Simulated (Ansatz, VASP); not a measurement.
# Na in VASP and in Ansatz

```
CELL_PARAMETERS angstrom
-2.02989 2.02989 8.09264
2.02989 -2.02989 8.09264
2.02989 2.02989 -8.09264
ATOMIC_POSITIONS crystal
Na 0.25000 0.75000 0.50000
Na 0.50000 0.50000 0.00000
```

Alike in both runs: task single point; functional PBEsol; k mesh 14 × 14 × 14; occupations gaussian, width 0.1 eV; no spin polarisation.

```csv
,VASP,Ansatz
version,VASP 6.6.1,Ansatz 0.2.0
potentials or method,"VASP PAW PBE potentials, release 64 (Na_pv), cutoff 520 eV","scalar-relativistic, plane waves, PAW"
valence electrons in the cell,14,18
```

|  | VASP | Ansatz | Ansatz less VASP |
| --- | --- | --- | --- |
| gap on the k mesh at the Fermi level (eV) | none | none | - |
| pressure (GPa) | -1.4 | -1.4 | +0.01 |
| traceless stress, the component that is largest in VASP (GPa) | -0.18 | -0.18 | -0.001 |

VASP's potentials were made for PBE, not for PBEsol. A gap of «none» marks a metal or a gap that the smearing closes. VASP's potentials hold 14 valence electrons a cell and Ansatz's 18, so a difference there can come from the potentials and not from the codes.
